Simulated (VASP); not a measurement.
# SnO2 (P-1) in VASP: single point with LDA

Aim: the single point of SnO2 with LDA.

Everything below comes from runs of VASP 6.6.1. Logs are shortened: lines on timing, memory, paths and dates and some standing lists are left out, and cuts for length are marked.

## Step 1: The cell of the first run

The typed cell holds 6 atoms: a = 4.721 Å, b = 4.724 Å, c = 3.190 Å, α = 90.00°, β = 90.00°, γ = 90.00°.

## Step 2: Single point, LDA (atoms displaced along a vibrational mode)

Contents of INCAR:

```
SYSTEM = SnO2
PREC = Accurate ; ENCUT = 520
EDIFF = 1E-7 ; ISMEAR = 0
SIGMA = 0.05 ; LREAL = .False.
LASPH = .True. ; NELM = 60
ALGO = Normal ; ISIF = 2
LWAVE = .False. ; LCHARG = .True.
LELF = .True. ; LVHAR = .True.
NBANDS = 35
```

Contents of KPOINTS:

```
Automatic mesh
0
Gamma
  6 6 8
  0 0 0
```

Contents of POSCAR:

```
SnO2
1.0
    4.7212714729      0.0000000000      0.0000000000
    0.0000000000      4.7242464886      0.0000000000
    0.0000000000      0.0000000000      3.1900194032
Sn O
2 4
Direct
    0.5000000000      0.5000000000      0.5000000000
    0.0000000000      0.0000000000      0.0000000000
    0.3055669669      0.3065721209      0.0000000000
    0.8055669669      0.1934278791      0.4529783424
    0.1944330331      0.8065721209      0.5470216576
    0.6944330331      0.6934278791      0.0000000000
```

Potentials or basis: VASP PAW LDA potentials, release 64 (Sn_d, O).

The run is started by

```console
cat potpaw_LDA.64/Sn_d/POTCAR potpaw_LDA.64/O/POTCAR > POTCAR
mpirun -np 1 vasp_std > vasp.out
```

OUTCAR:

```text
SYSTEM = SnO2
   PREC = Accurate
   ENCUT = 520
   EDIFF = 1E-7
   ISMEAR = 0
   LREAL = .False.
   LASPH = .True.
   NELM = 60
   ISIF = 2

 ion  position               nearest neighbor table
   1  0.500  0.500  0.500-   4 2.05   5 2.05   3 2.05   6 2.05   3 2.05   6 2.05   2 3.70   2 3.70
                             2 3.70   2 3.70   2 3.70   2 3.70   2 3.70   2 3.70
   2  0.000  0.000  0.000-   4 1.94   5 1.94   3 2.04   6 2.04   5 2.17   4 2.17   1 3.70   1 3.70
                             1 3.70   1 3.70   1 3.70   1 3.70   1 3.70   1 3.70
   3  0.306  0.307  0.000-   2 2.04   1 2.05   1 2.05
   4  0.806  0.193  0.453-   2 1.94   1 2.05   2 2.17
   5  0.194  0.807  0.547-   2 1.94   1 2.05   2 2.17
   6  0.694  0.693  0.000-   2 2.04   1 2.05   1 2.05

  LATTYP: Found a simple orthorhombic cell.
 ALAT       =     3.1900194032
 B/A-ratio  =     1.4800134031
 C/A-ratio  =     1.4809460042

  Lattice vectors:

 A1 = (   0.0000000000,   0.0000000000,   3.1900194032)
 A2 = (   4.7212714729,   0.0000000000,   0.0000000000)
 A3 = (   0.0000000000,   4.7242464886,   0.0000000000)

Analysis of symmetry for initial positions (statically):
=====================================================================
 Subroutine PRICEL returns:
 Original cell was already a primitive cell.

 Routine SETGRP: Setting up the symmetry group for a
 simple orthorhombic supercell.

 Subroutine GETGRP returns: Found  2 space group operations
 (whereof  2 operations were pure point group operations)
 out of a pool of  8 trial point group operations.

The static configuration has the point symmetry S_2 .

Analysis of symmetry for dynamics (positions and initial velocities):
=====================================================================
 Subroutine PRICEL returns:
 Original cell was already a primitive cell.

 Routine SETGRP: Setting up the symmetry group for a
 simple orthorhombic supercell.

 Subroutine GETGRP returns: Found  2 space group operations
 (whereof  2 operations were pure point group operations)
 out of a pool of  8 trial point group operations.

The dynamic configuration has the point symmetry S_2 .

 Subroutine INISYM returns: Found  2 space group operations
 (whereof  2 operations are pure point group operations),
 and found     1 'primitive' translations

----------------------------------------------------------------------------------------

                                     Primitive cell

  volume of cell :      71.1516

  direct lattice vectors                    reciprocal lattice vectors
     4.721271473  0.000000000  0.000000000     0.211807350  0.000000000  0.000000000
     0.000000000  4.724246489  0.000000000     0.000000000  0.211673968  0.000000000
     0.000000000  0.000000000  3.190019403     0.000000000  0.000000000  0.313477717

  length of vectors
     4.721271473  4.724246489  3.190019403     0.211807350  0.211673968  0.313477717

  position of ions in fractional coordinates (direct lattice)
     0.500000000  0.500000000  0.500000000
     0.000000000  0.000000000  0.000000000
     0.305566967  0.306572121  0.000000000
     0.805566967  0.193427879  0.452978342
     0.194433033  0.806572121  0.547021658
     0.694433033  0.693427879  0.000000000

  ion indices of the primitive-cell ions
   primitive index   ion index
                 1           1
                 2           2
                 3           3
                 4           4
                 5           5
                 6           6

----------------------------------------------------------------------------------------

 KPOINTS: Automatic mesh

Automatic generation of k-mesh.
 Grid dimensions read from file:
 generate k-points for:    6    6    8

 Generating k-lattice:

  Cartesian coordinates                     Fractional coordinates (reciprocal lattice)
     0.035301225  0.000000000  0.000000000     0.166666667  0.000000000  0.000000000
     0.000000000  0.035278995  0.000000000     0.000000000  0.166666667  0.000000000
     0.000000000  0.000000000  0.039184715     0.000000000  0.000000000  0.125000000

  Length of vectors
     0.035301225  0.035278995  0.039184715

  Shift w.r.t. Gamma in fractional coordinates (k-lattice)
     0.000000000  0.000000000  0.000000000

 Subroutine IBZKPT returns following result:
 ===========================================

 Found    148 irreducible k-points:

 Following reciprocal coordinates:
            Coordinates               Weight
  0.000000  0.000000  0.000000      1.000000
  0.166667  0.000000  0.000000      2.000000
  0.333333  0.000000  0.000000      2.000000
  0.500000  0.000000  0.000000      1.000000
  0.000000  0.166667  0.000000      2.000000
  0.166667  0.166667  0.000000      2.000000
[... 16 lines left out ...]
 -0.166667  0.000000  0.125000      2.000000
  0.333333  0.000000  0.125000      2.000000
 [... further k-points ...]
   k-points           NKPTS =    148   k-points in BZ     NKDIM =    148   number of bands    NBANDS=     35
   number of dos      NEDOS =    301   number of ions     NIONS =      6
   total plane-waves  NPLWV =  31104
   dimension x,y,z NGX =    36 NGY =   36 NGZ =   24
   dimension x,y,z NGXF=    72 NGYF=   72 NGZF=   48
   ions per type =               2   4
   NGX,Y,Z   is equivalent  to a cutoff of  12.68, 12.67, 12.51 a.u.
   NGXF,Y,Z  is equivalent  to a cutoff of  25.35, 25.34, 25.01 a.u.
 SYSTEM =  SnO2
   PREC   = accura    normal or accurate (medium, high low for compatibility)
   ISTART =      0    job   : 0-new  1-cont  2-samecut
   ICHARG =      2    charge: 1-file 2-atom 10-const
   ISPIN  =      1    spin polarized calculation?
   LNONCOLLINEAR =      F non collinear calculations
   LSORBIT =      F    spin-orbit coupling
   LASPH  =      T    aspherical Exc in radial PAW
   ENCUT  =  520.0 eV  38.22 Ry    6.18 a.u.   8.78  8.78  5.93*2*pi/ulx,y,z
   NELM   =     60;   NELMIN=  2; NELMDL= -5     # of ELM steps
   EDIFF  = 0.1E-06   stopping-criterion for ELM
   LREAL  =      F    real-space projection
   EDIFFG = 0.1E-05   stopping-criterion for IOM
   NSW    =      0    number of steps for IOM
   IBRION =     -1    ionic relax: 0-MD 1-quasi-New 2-CG
   NFREE  =      0    steps in history (QN), initial steepest desc. (CG)
   ISIF   =      2    stress and relaxation
   ISYM   =      2    0-nonsym 1-usesym 2-fastsym
   POTIM  = 0.5000    time-step for ionic-motion
   TEBEG  =    0.0;   TEEND  =   0.0 temperature during run
   PSTRESS=    0.0 pullay stress
   NELECT =      52.0000    total number of electrons
   NUPDOWN=      -1.0000    fix difference up-down
   EMIN   =  10.00;   EMAX   =-10.00  energy-range for DOS
   EFERMI =   0.00;   METHOD = LEGACY
   ISMEAR =     0;   SIGMA  =   0.05  broadening in eV -4-tet -1-fermi 0-gaus
   EFERMI_NEDOS =   21; number of points for ismear=-14 and -15
   IALGO  =     38    algorithm
   IMIX   =      4    mixing-type and parameters
     AMIX     =   0.40;   BMIX     =  1.00
     AMIX_MAG =   1.60;   BMIX_MAG =  1.00
  volume/ion in A,a.u.               =      11.86        80.03
  Fermi-wavevector in a.u.,A,eV,Ry     =   1.474623  2.786633 29.586044  2.174513
  Thomas-Fermi vector in A             =   2.589372
   LORBIT       =      0    0 simple, 1 ext, 2 COOP (PROOUT), +10 PAW based schemes
   GGA     = CA    functional components
   LHFCALC =     F    Hartree Fock is set to
   AEXX    =    0.0000 exact exchange contribution
   IVDW    =     0    specifies the selected vdW correction
   LEPSILON=     F    determine dielectric tensor
   LRPA    =     F    only Hartree local field effects (RPA)
 non-spin polarized calculation
 Gauss-broadening in eV      SIGMA  =   0.05
  energy-cutoff  :      520.00
  volume of cell :       71.15
 maximum number of plane-waves:      1944
   NGX = 17   NGY = 17   NGZ = 11

 number of electron      51.9999993 magnetization

 Free energy of the ion-electron system (eV)
  ---------------------------------------------------
  ext. energy  EPLUGINS =         0.00000000
  ---------------------------------------------------
  free energy    TOTEN  =       -41.98236980 eV

  energy without entropy =      -41.98236980  energy(sigma->0) =      -41.98236980

 E-fermi :   6.1717     XC(G=0): -11.8260

 val. band max:        5.9585637920   @ k =   0.0000   0.0000   0.0000
 cond. band min:       7.1594063240   @ k =   0.0000   0.0000   0.0000
 fundamental gap:      1.2008425320
 Fermi energy:         6.1717193208

 k-point     1 :       0.0000    0.0000    0.0000
  band No.  band energies     occupation
      1     -15.1362      2.00000
      2     -14.4090      2.00000
      3     -14.0804      2.00000
      4     -14.0379      2.00000
      5     -14.0274      2.00000
      6     -13.9156      2.00000
[... 27 lines left out ...]
     34      18.2520      0.00000
     35      18.3019      0.00000

 k-point     2 :       0.1667    0.0000    0.0000
  band No.  band energies     occupation
      1     -15.0943      2.00000
      2     -14.4429      2.00000
      3     -14.0917      2.00000
      4     -14.0380      2.00000
      5     -14.0254      2.00000
      6     -13.9479      2.00000
[... 27 lines left out ...]
     34      18.0808      0.00000
     35      18.2675      0.00000

 k-point     3 :       0.3333    0.0000    0.0000
  band No.  band energies     occupation
      1     -14.9745      2.00000
      2     -14.5745      2.00000
      3     -14.1036      2.00000
      4     -14.0391      2.00000
      5     -14.0215      2.00000
      6     -13.9867      2.00000
[... 27 lines left out ...]
     34      17.9460      0.00000
     35      18.2713      0.00000

 k-point     4 :       0.5000    0.0000    0.0000
  band No.  band energies     occupation
      1     -14.8336      2.00000
      2     -14.7324      2.00000
      3     -14.1015      2.00000
      4     -14.0408      2.00000
      5     -14.0194      2.00000
      6     -13.9986      2.00000
[... 27 lines left out ...]
     34      17.9467      0.00000
     35      18.5109      0.00000

 k-point     5 :       0.0000    0.1667    0.0000
  band No.  band energies     occupation
      1     -15.0944      2.00000
      2     -14.4430      2.00000
      3     -14.0917      2.00000
      4     -14.0380      2.00000
      5     -14.0254      2.00000
      6     -13.9479      2.00000
[... 638 lines left out ...]
 k-point    22 :       0.1667    0.0000    0.1250
  band No.  band energies     occupation
      1     -15.0574      2.00000
      2     -14.3587      2.00000
      3     -14.2554      2.00000
      4     -14.1255      2.00000
      5     -14.0044      2.00000
      6     -13.9200      2.00000
[... 27 lines left out ...]
     34      18.0055      0.00000
     35      18.1131      0.00000

 k-point    23 :      -0.1667    0.0000    0.1250
  band No.  band energies     occupation
      1     -15.0044      2.00000
      2     -14.4660      2.00000
      3     -14.2106      2.00000
      4     -14.0860      2.00000
      5     -14.0041      2.00000
      6     -13.9548      2.00000
[... 27 lines left out ...]
     34      17.9379      0.00000
     35      18.2279      0.00000

 k-point    24 :       0.3333    0.0000    0.1250
  band No.  band energies     occupation
      1     -14.9730      2.00000
      2     -14.4647      2.00000
      3     -14.2990      2.00000
      4     -14.1136      2.00000
      5     -13.9905      2.00000
      6     -13.9358      2.00000
[... 27 lines left out ...]
     34      18.0857      0.00000
     35      18.1110      0.00000

 [... further k-points ...]

------------------------ aborting loop because EDIFF is reached ----------------------------------------

  FORCE on cell =-STRESS in cart. coord.  units (eV):
  Direction    XX          YY          ZZ          XY          YZ          ZX
  --------------------------------------------------------------------------------------
  -------------------------------------------------------------------------------------
  Total        1.2452275      1.2360016      1.4840578     -0.4396795      1.8325732     -1.8516592
  in kB       28.0397696     27.8320234     33.4176988     -9.9006105     41.2654957    -41.6952704
  external PRESSURE =      29.7631639 kB  Pullay stress =       0.0000000 kB

 VOLUME and BASIS-vectors are now :
 -----------------------------------------------------------------------------
  energy-cutoff  :      520.00
  volume of cell :       71.15
      direct lattice vectors                 reciprocal lattice vectors
     4.721271473  0.000000000  0.000000000     0.211807350  0.000000000  0.000000000
     0.000000000  4.724246489  0.000000000     0.000000000  0.211673968  0.000000000
     0.000000000  0.000000000  3.190019403     0.000000000  0.000000000  0.313477717

 POSITION                                       TOTAL-FORCE (eV/Angst)
 -----------------------------------------------------------------------------------
      2.36064      2.36212      1.59501        -0.000000      0.000000      0.000000
      0.00000      0.00000      0.00000        -0.000000      0.000000      0.000000
      1.44266      1.44832      0.00000         0.027289      0.025639     -0.000167
      3.80330      0.91380      1.44501        -0.371041      0.371181      2.004311
      0.91797      3.81045      1.74501         0.371041     -0.371181     -2.004311
      3.27861      3.27592      0.00000        -0.027289     -0.025639      0.000167
 -----------------------------------------------------------------------------------
    total drift:                               -0.000000      0.000000      0.000000

  FREE ENERGIE OF THE ION-ELECTRON SYSTEM (eV)
  ---------------------------------------------------
  free  energy   TOTEN  =       -41.9823697994 eV

  energy  without entropy=      -41.9823697994  energy(sigma->0) =      -41.98236980
```

Wall time 5.4 min (1 thread of Oxide Virtual Turin-like, shared host); peak memory 0.33 GiB.

Results:

```
Free energy            : -41.9824 eV
Pressure               : 3.0 GPa
Largest force          : 2.072 eV/Å
Band gap on the k mesh : 1.20 eV
```

Forces on the atoms (eV/Å):
```
Sn   0.000  0.000  0.000
Sn   0.000  0.000  0.000
O    0.027  0.026  0.000
O   -0.371  0.371  2.004
O    0.371 -0.371 -2.004
O   -0.027 -0.026  0.000
```

Stress tensor (GPa, compression positive):
```
 2.80 -0.99 -4.17
-0.99  2.78  4.13
-4.17  4.13  3.34
```

Levels at points of the mesh, in eV from the valence-band top:
| k point | band 24 | band 25 | band 26 | band 27 | band 28 | band 29 |
| --- | --- | --- | --- | --- | --- | --- |
| (0.00, 0.00, 0.00) | -0.83 | -0.77 | 0.00 | 1.20 | 5.94 | 6.05 |
| (0.50, 0.00, 0.00) | -1.26 | -0.68 | -0.65 | 4.25 | 4.40 | 6.58 |
| (0.00, 0.50, 0.00) | -1.26 | -0.68 | -0.65 | 4.26 | 4.41 | 6.60 |
| (0.50, 0.50, 0.00) | -1.40 | -0.93 | -0.91 | 4.68 | 4.87 | 7.06 |
| (0.00, 0.00, 0.50) | -1.70 | -1.30 | -1.16 | 6.02 | 6.11 | 9.27 |
| (0.50, 0.00, 0.50) | -1.04 | -0.75 | -0.71 | 5.91 | 6.81 | 7.75 |
| (0.00, 0.50, 0.50) | -1.05 | -0.74 | -0.70 | 5.90 | 6.81 | 7.75 |
| (0.50, 0.50, 0.50) | -1.01 | -0.90 | -0.86 | 4.70 | 4.79 | 8.54 |

Caveat: the cell differs from its parent crystal (atoms displaced along a vibrational mode); spin-orbit coupling is left out, which moves the levels of the heavy elements; forces of over 1 eV/Å act on the atoms, so gaps and moduli don't describe the material at rest.
